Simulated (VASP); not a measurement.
# WO (P6_3/mmc) in VASP: single point with r2SCAN+U

Aim: the single point of WO with r2SCAN+U.

Everything below comes from runs of VASP 6.6.1. Logs are shortened: lines on timing, memory, paths and dates and some standing lists are left out, and cuts for length are marked.

### 1 The cell of the first run

It takes space group P6_3/mmc (No. 194, hexagonal). Conventional cell: a = 2.790 Å, b = 2.790 Å, c = 6.385 Å, α = 90.00°, β = 90.00°, γ = 120.00°. W (site symmetry -3m) has 6 O at 2.27 Å and 6 W at 2.79 Å within 3.0 Å. O (site symmetry -6m2) has 6 W at 2.27 Å and 6 O at 2.79 Å within 3.0 Å.

### 2 Single point, r2SCAN+U

File POSCAR:

```
WO
1.0
    2.7897449938      0.0000000001      0.0000000000
   -1.3948724969      2.4159900347      0.0000000000
    0.0000000000      0.0000000000      6.3846742803
W O
2 2
Direct
    0.0000000000      0.0000000000      0.0000000000
    0.0000000000      0.0000000000      0.5000000000
    0.3333333333      0.6666666667      0.2500000000
    0.6666666667      0.3333333333      0.7500000000
```

File INCAR.step1:

```
PREC = Accurate ; ENCUT = 520
ISMEAR = 0 ; SIGMA = 0.1
LREAL = False ; LASPH = True
NELM = 150 ; LMAXMIX = 4
LDAU = True ; LDAUTYPE = 2
LDAUL = 2 -1 ; LDAUU = 6.2 0
LDAUJ = 0 0 ; NBANDS = 28
GGA = PE ; ALGO = Normal
EDIFF = 1E-4 ; LWAVE = True
LCHARG = False
```

File INCAR.step2:

```
PREC = Accurate ; ENCUT = 520
EDIFF = 1E-6 ; ISMEAR = 0
SIGMA = 0.1 ; LREAL = False
LASPH = True ; NELM = 150
ALGO = Normal ; ISIF = 2
LWAVE = False ; LCHARG = False
LMAXMIX = 4 ; LDAU = True
LDAUTYPE = 2 ; LDAUL = 2 -1
LDAUU = 6.2 0 ; LDAUJ = 0 0
LDAUPRINT = 1 ; METAGGA = R2SCAN
LMIXTAU = True ; NBANDS = 28
ISTART = 1
```

File KPOINTS:

```
Automatic mesh
0
Gamma
  12 12 8
```

Potentials or basis: VASP PAW PBE potentials, release 64 (W_sv, O).

Launch:

```
$ cat potpaw_PBE.64/W_sv/POTCAR potpaw_PBE.64/O/POTCAR > POTCAR
$ cp INCAR.step1 INCAR
$ mpirun -np 1 vasp_std > vasp.out
$ cp INCAR.step2 INCAR
$ mpirun -np 1 vasp_std > vasp.out
```

OUTCAR:

```text
PREC = Accurate
   ENCUT = 520
   EDIFF = 1E-6
   ISMEAR = 0
   LREAL = False
   LASPH = True
   NELM = 150
   ISIF = 2
   METAGGA = R2SCAN
   ISTART = 1

 ion  position               nearest neighbor table
   1  0.000  0.000  0.000-   3 2.27   4 2.27   3 2.27   4 2.27   4 2.27   3 2.27   2 3.19   2 3.19

   2  0.000  0.000  0.500-   3 2.27   4 2.27   3 2.27   4 2.27   4 2.27   3 2.27   1 3.19   1 3.19

   3  0.333  0.667  0.250-   1 2.27   2 2.27   1 2.27   2 2.27   1 2.27   2 2.27
   4  0.667  0.333  0.750-   1 2.27   2 2.27   1 2.27   2 2.27   1 2.27   2 2.27

  LATTYP: Found a hexagonal cell.
 ALAT       =     2.7897449938
 C/A-ratio  =     2.2886229008

  Lattice vectors:

 A1 = (   2.7897449938,   0.0000000001,   0.0000000000)
 A2 = (  -1.3948724969,   2.4159900347,   0.0000000000)
 A3 = (   0.0000000000,   0.0000000000,   6.3846742803)

Analysis of symmetry for initial positions (statically):
=====================================================================
 Subroutine PRICEL returns:
 Original cell was already a primitive cell.

 Routine SETGRP: Setting up the symmetry group for a
 hexagonal supercell.

 Subroutine GETGRP returns: Found 24 space group operations
 (whereof 12 operations were pure point group operations)
 out of a pool of 24 trial point group operations.

The static configuration has the point symmetry D_3d.
 The point group associated with its full space group is D_6h.

Analysis of symmetry for dynamics (positions and initial velocities):
=====================================================================
 Subroutine PRICEL returns:
 Original cell was already a primitive cell.

 Routine SETGRP: Setting up the symmetry group for a
 hexagonal supercell.

 Subroutine GETGRP returns: Found 24 space group operations
 (whereof 12 operations were pure point group operations)
 out of a pool of 24 trial point group operations.

The dynamic configuration has the point symmetry D_3d.
 The point group associated with its full space group is D_6h.

 Subroutine INISYM returns: Found 24 space group operations
 (whereof 12 operations are pure point group operations),
 and found     1 'primitive' translations

----------------------------------------------------------------------------------------

                                     Primitive cell

  volume of cell :      43.0327

  direct lattice vectors                    reciprocal lattice vectors
     2.789744994  0.000000000  0.000000000     0.358455702  0.206954496  0.000000000
    -1.394872497  2.415990035  0.000000000    -0.000000000  0.413908992  0.000000000
     0.000000000  0.000000000  6.384674280     0.000000000  0.000000000  0.156625061

  length of vectors
     2.789744994  2.789744994  6.384674280     0.413908992  0.413908992  0.156625061

  position of ions in fractional coordinates (direct lattice)
     0.000000000  0.000000000  0.000000000
     0.000000000  0.000000000  0.500000000
     0.333333333  0.666666667  0.250000000
     0.666666667  0.333333333  0.750000000

  ion indices of the primitive-cell ions
   primitive index   ion index
                 1           1
                 2           2
                 3           3
                 4           4

----------------------------------------------------------------------------------------

 KPOINTS: Automatic mesh
[... 95 lines left out ...]
   U (eV)           for each species LDAUU =   6.2  0.0
   J (eV)           for each species LDAUJ =   0.0  0.0
   METAGGA = R2SCAN    functional components
   LHFCALC =     F    Hartree Fock is set to
   AEXX    =    0.0000 exact exchange contribution
   IVDW    =     0    specifies the selected vdW correction
   LEPSILON=     F    determine dielectric tensor
   LRPA    =     F    only Hartree local field effects (RPA)
 non-spin polarized calculation
 Gauss-broadening in eV      SIGMA  =   0.10
  energy-cutoff  :      520.00
  volume of cell :       43.03
 maximum number of plane-waves:      1177
 NGX is ok and might be reduce to    24
   NGX = 11   NGY = 11   NGZ = 23

atom =   1  type =  1  l = 2

 onsite density matrix

spin component  1

  0.4635  0.0000 -0.0000  0.1467 -0.0000
  0.0000  0.1804  0.0000  0.0000  0.1467
 -0.0000  0.0000  0.4051 -0.0000  0.0000
  0.1467  0.0000 -0.0000  0.1804 -0.0000
 -0.0000  0.1467  0.0000 -0.0000  0.4635

spin component  2

  0.4635  0.0000 -0.0000  0.1467 -0.0000
  0.0000  0.1804  0.0000  0.0000  0.1467
 -0.0000  0.0000  0.4051 -0.0000  0.0000
  0.1467  0.0000 -0.0000  0.1804 -0.0000
 -0.0000  0.1467  0.0000 -0.0000  0.4635

 occupancies and eigenvectors

  o =  0.1181  v =  0.3280  0.5007  0.0000 -0.7724 -0.2126  0.0000  0.0000  0.0000  0.0000  0.0000      0.0000  0.0000  0.0000  0.0000  0.0000  0.0000  0.0000  0.0000  0.0000  0.0000
  o =  0.1181  v =  0.0000  0.0000  0.0000  0.0000  0.0000  0.3280  0.5007  0.0000 -0.7724 -0.2126      0.0000  0.0000  0.0000  0.0000  0.0000  0.0000  0.0000  0.0000  0.0000  0.0000
  o =  0.1181  v =  0.0000  0.0000  0.0000  0.0000  0.0000 -0.2126  0.7724 -0.0000  0.5007 -0.3280      0.0000  0.0000  0.0000  0.0000  0.0000  0.0000  0.0000  0.0000  0.0000  0.0000
  o =  0.1181  v = -0.2126  0.7724 -0.0000  0.5007 -0.3280  0.0000  0.0000  0.0000  0.0000  0.0000      0.0000  0.0000  0.0000  0.0000  0.0000  0.0000  0.0000  0.0000  0.0000  0.0000
  o =  0.4051  v = -0.0000  0.0000 -1.0000 -0.0000  0.0000  0.0000  0.0000  0.0000  0.0000  0.0000      0.0000  0.0000  0.0000  0.0000  0.0000  0.0000  0.0000  0.0000  0.0000  0.0000
  o =  0.4051  v =  0.0000  0.0000  0.0000  0.0000  0.0000 -0.0000  0.0000 -1.0000 -0.0000  0.0000      0.0000  0.0000  0.0000  0.0000  0.0000  0.0000  0.0000  0.0000  0.0000  0.0000
  o =  0.5258  v =  0.7724 -0.2126 -0.0000  0.3280 -0.5006  0.0000  0.0000  0.0000  0.0000  0.0000      0.0000  0.0000  0.0000  0.0000  0.0000  0.0000  0.0000  0.0000  0.0000  0.0000
  o =  0.5258  v =  0.0000  0.0000  0.0000  0.0000  0.0000  0.7724 -0.2126 -0.0000  0.3280 -0.5006      0.0000  0.0000  0.0000  0.0000  0.0000  0.0000  0.0000  0.0000  0.0000  0.0000
  o =  0.5258  v =  0.0000  0.0000  0.0000  0.0000  0.0000  0.5006  0.3280 -0.0000  0.2126  0.7724      0.0000  0.0000  0.0000  0.0000  0.0000  0.0000  0.0000  0.0000  0.0000  0.0000
  o =  0.5258  v =  0.5006  0.3280 -0.0000  0.2126  0.7724  0.0000  0.0000  0.0000  0.0000  0.0000      0.0000  0.0000  0.0000  0.0000  0.0000  0.0000  0.0000  0.0000  0.0000  0.0000

atom =   2  type =  1  l = 2

 onsite density matrix

spin component  1

  0.4635 -0.0000 -0.0000 -0.1467 -0.0000
 -0.0000  0.1804 -0.0000  0.0000 -0.1467
 -0.0000 -0.0000  0.4051  0.0000  0.0000
 -0.1467  0.0000  0.0000  0.1804  0.0000
 -0.0000 -0.1467  0.0000  0.0000  0.4635

spin component  2

  0.4635 -0.0000 -0.0000 -0.1467 -0.0000
 -0.0000  0.1804 -0.0000  0.0000 -0.1467
 -0.0000 -0.0000  0.4051  0.0000  0.0000
 -0.1467  0.0000  0.0000  0.1804  0.0000
 -0.0000 -0.1467  0.0000  0.0000  0.4635

 occupancies and eigenvectors

  o =  0.1181  v =  0.3280 -0.5006  0.0000  0.7724 -0.2126  0.0000  0.0000  0.0000  0.0000  0.0000      0.0000  0.0000  0.0000  0.0000  0.0000  0.0000  0.0000  0.0000  0.0000  0.0000
  o =  0.1181  v =  0.0000  0.0000  0.0000  0.0000  0.0000  0.3280 -0.5006  0.0000  0.7724 -0.2126      0.0000  0.0000  0.0000  0.0000  0.0000  0.0000  0.0000  0.0000  0.0000  0.0000
  o =  0.1181  v =  0.0000  0.0000  0.0000  0.0000  0.0000 -0.2126 -0.7724 -0.0000 -0.5006 -0.3280      0.0000  0.0000  0.0000  0.0000  0.0000  0.0000  0.0000  0.0000  0.0000  0.0000
  o =  0.1181  v = -0.2126 -0.7724 -0.0000 -0.5006 -0.3280  0.0000  0.0000  0.0000  0.0000  0.0000      0.0000  0.0000  0.0000  0.0000  0.0000  0.0000  0.0000  0.0000  0.0000  0.0000
  o =  0.4051  v = -0.0000 -0.0000 -1.0000  0.0000  0.0000  0.0000  0.0000  0.0000  0.0000  0.0000      0.0000  0.0000  0.0000  0.0000  0.0000  0.0000  0.0000  0.0000  0.0000  0.0000
  o =  0.4051  v =  0.0000  0.0000  0.0000  0.0000  0.0000 -0.0000 -0.0000 -1.0000  0.0000  0.0000      0.0000  0.0000  0.0000  0.0000  0.0000  0.0000  0.0000  0.0000  0.0000  0.0000
  o =  0.5258  v =  0.7724  0.2126 -0.0000 -0.3280 -0.5006  0.0000  0.0000  0.0000  0.0000  0.0000      0.0000  0.0000  0.0000  0.0000  0.0000  0.0000  0.0000  0.0000  0.0000  0.0000
  o =  0.5258  v =  0.0000  0.0000  0.0000  0.0000  0.0000  0.7724  0.2126 -0.0000 -0.3280 -0.5006      0.0000  0.0000  0.0000  0.0000  0.0000  0.0000  0.0000  0.0000  0.0000  0.0000
  o =  0.5258  v =  0.0000  0.0000  0.0000  0.0000  0.0000  0.5006 -0.3280 -0.0000 -0.2126  0.7724      0.0000  0.0000  0.0000  0.0000  0.0000  0.0000  0.0000  0.0000  0.0000  0.0000
  o =  0.5258  v =  0.5006 -0.3280 -0.0000 -0.2126  0.7724  0.0000  0.0000  0.0000  0.0000  0.0000      0.0000  0.0000  0.0000  0.0000  0.0000  0.0000  0.0000  0.0000  0.0000  0.0000

 number of electron      39.9999994 magnetization

 Free energy of the ion-electron system (eV)
  ---------------------------------------------------
  ext. energy  EPLUGINS =         0.00000000
  ---------------------------------------------------
  free energy    TOTEN  =      -104.26083100 eV

  energy without entropy =     -104.24946151  energy(sigma->0) =     -104.25514625

 E-fermi :  12.2706     XC(G=0): -14.4665

 val. band max:       12.2651084328   @ k =   0.1667   0.0833   0.0000
 cond. band min:      12.2770912703   @ k =   0.1667   0.0833   0.1250
 fundamental gap:      0.0119828376
 Fermi energy:        12.2706477458

 k-point     1 :       0.0000    0.0000    0.0000
  band No.  band energies     occupation
      1     -65.7275      2.00000
      2     -65.7180      2.00000
      3     -30.0100      2.00000
      4     -29.7146      2.00000
      5     -28.4750      2.00000
      6     -28.4750      2.00000
[... 733 lines left out ...]
     27      17.3986      0.00000
     28      17.8253      0.00000

 [... further k-points ...]
[... 5 lines left out ...]
  --------------------------------------------------------------------------------------
  -------------------------------------------------------------------------------------
  Total        1.2129919      1.2129919      4.0618224      0.0000000      0.0000000     -0.0000000
  in kB       45.1616800     45.1616800    151.2283159      0.0000000      0.0000000     -0.0000000
  external PRESSURE =      80.5172253 kB  Pullay stress =       0.0000000 kB

 VOLUME and BASIS-vectors are now :
 -----------------------------------------------------------------------------
  energy-cutoff  :      520.00
  volume of cell :       43.03
      direct lattice vectors                 reciprocal lattice vectors
     2.789744994  0.000000000  0.000000000     0.358455702  0.206954496  0.000000000
    -1.394872497  2.415990035  0.000000000    -0.000000000  0.413908992  0.000000000
     0.000000000  0.000000000  6.384674280     0.000000000  0.000000000  0.156625061

 POSITION                                       TOTAL-FORCE (eV/Angst)
 -----------------------------------------------------------------------------------
      0.00000      0.00000      0.00000        -0.000000      0.000000     -0.000000
      0.00000      0.00000      3.19234        -0.000000      0.000000     -0.000000
     -0.00000      1.61066      1.59617        -0.000000     -0.000000     -0.000000
      1.39487      0.80533      4.78851         0.000000      0.000000      0.000000
 -----------------------------------------------------------------------------------
    total drift:                               -0.000000      0.000000      0.000000

  FREE ENERGIE OF THE ION-ELECTRON SYSTEM (eV)
  ---------------------------------------------------
  free  energy   TOTEN  =      -104.2608309988 eV

  energy  without entropy=     -104.2494615102  energy(sigma->0) =     -104.25514625
```

Run time: 5.8 min. Hardware: 1 thread of Intel Xeon Platinum 8259CL at 2.50GHz (Skylake/Cascade Lake), shared host; peak memory 0.24 GiB.

What came out:

| Property | Result |
| --- | --- |
| Free energy | -104.2608 eV |
| Pressure | 8.1 GPa |
| Band gap on the k mesh | zero (bands 20 and 21 overlap by 3.32 eV) |

Stress tensor (GPa, compression positive):
```
 4.52  0.00  0.00
 0.00  4.52  0.00
 0.00  0.00 15.12
```

Eigenvalues of the final occupation matrices:
| site | spin | trace | eigenvalues |
| --- | --- | --- | --- |
| site 1 d | 1 | 1.69 | 0.12 0.12 0.41 0.53 0.53 |
| site 1 d | 2 | 1.69 | 0.12 0.12 0.41 0.53 0.53 |
| site 2 d | 1 | 1.69 | 0.12 0.12 0.41 0.53 0.53 |
| site 2 d | 2 | 1.69 | 0.12 0.12 0.41 0.53 0.53 |

Caveat: the stress differs along the axes, from 5 to 15 GPa; the PAW data sets were made with another functional, which shifts forces and pressure a little; spin-orbit coupling is left out, which moves the levels of the heavy elements; U without spin polarisation on a metal has little footing.
